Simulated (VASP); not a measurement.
# Y (P6_3/mmc) in VASP: single point with LDA

Aim: the single point of Y with LDA.

All numbers are computed with VASP 6.6.1; they aren't measurements. Logs are shortened: lines on timing, memory, paths and dates and some standing lists are left out, and cuts for length are marked.

### Step 1. The cell of the first run

The structure is hexagonal, space group P6_3/mmc (No. 194). The conventional cell has a = 3.651 Å, b = 3.651 Å, c = 5.747 Å, α = 90.00°, β = 90.00°, γ = 120.00°. Within 4.7 Å of Y (site symmetry -6m2) lie 12 Y at 3.56 to 3.65 Å.

### Step 2. Single point, LDA

File INCAR:

```
PREC = Accurate
ENCUT = 520
EDIFF = 1E-7
ISMEAR = -1
SIGMA = 0.08
LREAL = False
LASPH = True
NELM = 60
ALGO = Normal
ISIF = 2
LWAVE = False
LCHARG = False
NBANDS = 18
```

File KPOINTS:

```
regular mesh
0
Gamma
  12 12 7
```

File POSCAR:

```
Y
1.0
    3.6514992371      0.0000000000      0.0000000000
   -1.8257496185      3.1622911012      0.0000000000
    0.0000000000      0.0000000000      5.7474000000
Y
2
Direct
    0.3333333333      0.6666666667      0.2500000000
    0.6666666667      0.3333333333      0.7500000000
```

Potentials or basis: VASP PAW LDA potentials, release 64 (Y_sv).

The run is started by

```console
cat potpaw_LDA.64/Y_sv/POTCAR > POTCAR
mpirun -np 1 vasp_std > vasp.out
```

OUTCAR:

```text
PREC = Accurate
   ENCUT = 520
   EDIFF = 1E-7
   ISMEAR = -1
   LREAL = False
   LASPH = True
   NELM = 60
   ISIF = 2

 ion  position               nearest neighbor table
   1  0.333  0.667  0.250-   2 3.56   2 3.56   2 3.56   2 3.56   2 3.56   2 3.56
   2  0.667  0.333  0.750-   1 3.56   1 3.56   1 3.56   1 3.56   1 3.56   1 3.56

  LATTYP: Found a hexagonal cell.
 ALAT       =     3.6514992371
 C/A-ratio  =     1.5739836234

  Lattice vectors:

 A1 = (   3.6514992371,   0.0000000000,   0.0000000000)
 A2 = (  -1.8257496185,   3.1622911012,   0.0000000000)
 A3 = (   0.0000000000,   0.0000000000,   5.7474000000)

Analysis of symmetry for initial positions (statically):
=====================================================================
 Subroutine PRICEL returns:
 Original cell was already a primitive cell.

 Routine SETGRP: Setting up the symmetry group for a
 hexagonal supercell.

 Subroutine GETGRP returns: Found 24 space group operations
 (whereof 12 operations were pure point group operations)
 out of a pool of 24 trial point group operations.

The static configuration has the point symmetry D_3d.
 The point group associated with its full space group is D_6h.

Analysis of symmetry for dynamics (positions and initial velocities):
=====================================================================
 Subroutine PRICEL returns:
 Original cell was already a primitive cell.

 Routine SETGRP: Setting up the symmetry group for a
 hexagonal supercell.

 Subroutine GETGRP returns: Found 24 space group operations
 (whereof 12 operations were pure point group operations)
 out of a pool of 24 trial point group operations.

The dynamic configuration has the point symmetry D_3d.
 The point group associated with its full space group is D_6h.

 Subroutine INISYM returns: Found 24 space group operations
 (whereof 12 operations are pure point group operations),
 and found     1 'primitive' translations

----------------------------------------------------------------------------------------

                                     Primitive cell

  volume of cell :      66.3658

  direct lattice vectors                    reciprocal lattice vectors
     3.651499237  0.000000000  0.000000000     0.273860115  0.158113211  0.000000000
    -1.825749618  3.162291101  0.000000000     0.000000000  0.316226422  0.000000000
     0.000000000  0.000000000  5.747400000     0.000000000  0.000000000  0.173991718

  length of vectors
     3.651499237  3.651499237  5.747400000     0.316226422  0.316226422  0.173991718

  position of ions in fractional coordinates (direct lattice)
     0.333333333  0.666666667  0.250000000
     0.666666667  0.333333333  0.750000000

  ion indices of the primitive-cell ions
   primitive index   ion index
                 1           1
                 2           2

----------------------------------------------------------------------------------------

 KPOINTS: regular mesh

Automatic generation of k-mesh.
 Grid dimensions read from file:
 generate k-points for:   12   12    7

 Generating k-lattice:

  Cartesian coordinates                     Fractional coordinates (reciprocal lattice)
     0.022821676  0.013176101  0.000000000     0.083333333  0.000000000  0.000000000
     0.000000000  0.026352202  0.000000000     0.000000000  0.083333333  0.000000000
     0.000000000  0.000000000  0.024855960     0.000000000  0.000000000  0.142857143

  Length of vectors
     0.026352202  0.026352202  0.024855960

  Shift w.r.t. Gamma in fractional coordinates (k-lattice)
     0.000000000  0.000000000  0.000000000

 Subroutine IBZKPT returns following result:
 ===========================================

 Found     76 irreducible k-points:

 Following reciprocal coordinates:
            Coordinates               Weight
  0.000000  0.000000  0.000000      1.000000
  0.083333 -0.000000  0.000000      6.000000
  0.166667  0.000000  0.000000      6.000000
  0.250000 -0.000000  0.000000      6.000000
  0.333333  0.000000  0.000000      6.000000
  0.416667 -0.000000  0.000000      6.000000
[... 16 lines left out ...]
  0.250000 -0.000000  0.142857     12.000000
  0.333333  0.000000  0.142857     12.000000
 [... further k-points ...]
   k-points           NKPTS =     76   k-points in BZ     NKDIM =     76   number of bands    NBANDS=     18
   number of dos      NEDOS =    301   number of ions     NIONS =      2
   total plane-waves  NPLWV =  37632
   dimension x,y,z NGX =    28 NGY =   28 NGZ =   48
   dimension x,y,z NGXF=    56 NGYF=   56 NGZF=   96
   ions per type =               2
   NGX,Y,Z   is equivalent  to a cutoff of  12.75, 12.75, 13.88 a.u.
   NGXF,Y,Z  is equivalent  to a cutoff of  25.50, 25.50, 27.77 a.u.
 SYSTEM =  unknown system
   PREC   = accura    normal or accurate (medium, high low for compatibility)
   ISTART =      0    job   : 0-new  1-cont  2-samecut
   ICHARG =      2    charge: 1-file 2-atom 10-const
   ISPIN  =      1    spin polarized calculation?
   LNONCOLLINEAR =      F non collinear calculations
   LSORBIT =      F    spin-orbit coupling
   LASPH  =      T    aspherical Exc in radial PAW
   ENCUT  =  520.0 eV  38.22 Ry    6.18 a.u.   6.79  6.79 10.69*2*pi/ulx,y,z
   NELM   =     60;   NELMIN=  2; NELMDL= -5     # of ELM steps
   EDIFF  = 0.1E-06   stopping-criterion for ELM
   LREAL  =      F    real-space projection
   EDIFFG = 0.1E-05   stopping-criterion for IOM
   NSW    =      0    number of steps for IOM
   IBRION =     -1    ionic relax: 0-MD 1-quasi-New 2-CG
   NFREE  =      0    steps in history (QN), initial steepest desc. (CG)
   ISIF   =      2    stress and relaxation
   ISYM   =      2    0-nonsym 1-usesym 2-fastsym
   POTIM  = 0.5000    time-step for ionic-motion
   TEBEG  =    0.0;   TEEND  =   0.0 temperature during run
   PSTRESS=    0.0 pullay stress
   NELECT =      22.0000    total number of electrons
   NUPDOWN=      -1.0000    fix difference up-down
   EMIN   =  10.00;   EMAX   =-10.00  energy-range for DOS
   EFERMI =   0.00;   METHOD = LEGACY
   ISMEAR =    -1;   SIGMA  =   0.08  broadening in eV -4-tet -1-fermi 0-gaus
   EFERMI_NEDOS =   21; number of points for ismear=-14 and -15
   IALGO  =     38    algorithm
   IMIX   =      4    mixing-type and parameters
     AMIX     =   0.40;   BMIX     =  1.00
     AMIX_MAG =   1.60;   BMIX_MAG =  1.00
  volume/ion in A,a.u.               =      33.18       223.93
  Fermi-wavevector in a.u.,A,eV,Ry     =   1.133011  2.141081 17.465997  1.283715
  Thomas-Fermi vector in A             =   2.269713
   LORBIT       =      0    0 simple, 1 ext, 2 COOP (PROOUT), +10 PAW based schemes
   GGA     = CA    functional components
   LHFCALC =     F    Hartree Fock is set to
   AEXX    =    0.0000 exact exchange contribution
   IVDW    =     0    specifies the selected vdW correction
   LEPSILON=     F    determine dielectric tensor
   LRPA    =     F    only Hartree local field effects (RPA)
 non-spin polarized calculation
  energy-cutoff  :      520.00
  volume of cell :       66.37
 maximum number of plane-waves:      1806
 NGX is ok and might be reduce to    28
   NGX = 13   NGY = 13   NGZ = 21

 number of electron      22.0000001 magnetization

 Free energy of the ion-electron system (eV)
  ---------------------------------------------------
  ext. energy  EPLUGINS =         0.00000000
  ---------------------------------------------------
  free energy    TOTEN  =       -13.84118730 eV

  energy without entropy =      -13.75701644  energy(sigma->0) =      -13.79910187

 E-fermi :   2.7785     XC(G=0):  -9.6019

 val. band max:        2.7732832098   @ k =   0.3333   0.0833   0.0000
 cond. band min:       2.7795122910   @ k =   0.2500   0.2500   0.4286
 fundamental gap:      0.0062290812
 Fermi energy:         2.7785121263

 k-point     1 :       0.0000    0.0000    0.0000
  band No.  band energies     occupation
      1     -39.7021      2.00000
      2     -39.6308      2.00000
      3     -20.0948      2.00000
      4     -19.6263      2.00000
      5     -19.6263      2.00000
      6     -19.5392      2.00000
[... 10 lines left out ...]
     17       5.4872      0.00000
     18       5.4872      0.00000

 k-point     2 :       0.0833   -0.0000    0.0000
  band No.  band energies     occupation
      1     -39.6987      2.00000
      2     -39.6296      2.00000
      3     -20.0827      2.00000
      4     -19.6511      2.00000
      5     -19.6347      2.00000
      6     -19.5654      2.00000
[... 10 lines left out ...]
     17       5.2974      0.00000
     18       5.3508      0.00000

 k-point     3 :       0.1667    0.0000    0.0000
  band No.  band energies     occupation
      1     -39.6892      2.00000
      2     -39.6263      2.00000
      3     -20.0479      2.00000
      4     -19.7193      2.00000
      5     -19.6571      2.00000
      6     -19.6353      2.00000
[... 10 lines left out ...]
     17       5.3755      0.00000
     18       5.5508      0.00000

 k-point     4 :       0.2500   -0.0000    0.0000
  band No.  band energies     occupation
      1     -39.6756      2.00000
      2     -39.6225      2.00000
      3     -19.9954      2.00000
      4     -19.8127      2.00000
      5     -19.7271      2.00000
      6     -19.6863      2.00000
[... 375 lines left out ...]
      4     -19.7113      2.00000
      5     -19.6542      2.00000
      6     -19.6519      2.00000
[... 10 lines left out ...]
     17       5.6037      0.00000
     18       5.6611      0.00000

 k-point    23 :       0.2500   -0.0000    0.1429
  band No.  band energies     occupation
      1     -39.6730      2.00000
      2     -39.6252      2.00000
      3     -19.9890      2.00000
      4     -19.7970      2.00000
      5     -19.7450      2.00000
      6     -19.6804      2.00000
[... 10 lines left out ...]
     17       5.9899      0.00000
     18       6.0920      0.00000

 k-point    24 :       0.3333    0.0000    0.1429
  band No.  band energies     occupation
      1     -39.6589      2.00000
      2     -39.6219      2.00000
      3     -19.9706      2.00000
      4     -19.8623      2.00000
      5     -19.8233      2.00000
      6     -19.7080      2.00000
[... 10 lines left out ...]
     17       6.5555      0.00000
     18       6.7598      0.00000

 [... further k-points ...]

------------------------ aborting loop because EDIFF is reached ----------------------------------------

  FORCE on cell =-STRESS in cart. coord.  units (eV):
  Direction    XX          YY          ZZ          XY          YZ          ZX
  --------------------------------------------------------------------------------------
  -------------------------------------------------------------------------------------
  Total       -1.5787218     -1.5787218     -1.8201683     -0.0000000      0.0000000      0.0000000
  in kB      -38.1128754    -38.1128754    -43.9417806     -0.0000000      0.0000000      0.0000000
  external PRESSURE =     -40.0558438 kB  Pullay stress =       0.0000000 kB

 VOLUME and BASIS-vectors are now :
 -----------------------------------------------------------------------------
  energy-cutoff  :      520.00
  volume of cell :       66.37
      direct lattice vectors                 reciprocal lattice vectors
     3.651499237  0.000000000  0.000000000     0.273860115  0.158113211  0.000000000
    -1.825749618  3.162291101  0.000000000     0.000000000  0.316226422  0.000000000
     0.000000000  0.000000000  5.747400000     0.000000000  0.000000000  0.173991718

 POSITION                                       TOTAL-FORCE (eV/Angst)
 -----------------------------------------------------------------------------------
     -0.00000      2.10819      1.43685         0.000000     -0.000000      0.000000
      1.82575      1.05410      4.31055        -0.000000      0.000000      0.000000
 -----------------------------------------------------------------------------------
    total drift:                                0.000000     -0.000000      0.000000

  FREE ENERGIE OF THE ION-ELECTRON SYSTEM (eV)
  ---------------------------------------------------
  free  energy   TOTEN  =       -13.8411873047 eV

  energy  without entropy=      -13.7570164450  energy(sigma->0) =      -13.79910187
```

Run time: 99 s. Hardware: 1 thread of Intel Xeon Platinum 8259CL at 2.50GHz (Skylake/Cascade Lake), shared host; peak memory 0.22 GiB.

Results:

```yaml
Free_energy: -13.8412 eV
Pressure: -4.0 GPa
Band_gap_on_the_k_mesh: zero (bands 11 and 12 overlap by 1.33 eV)
```

Stress tensor (GPa, compression positive):
```
-3.81  0.00  0.00
 0.00 -3.81  0.00
 0.00  0.00 -4.39
```

Caveat: the cell stands under tension.
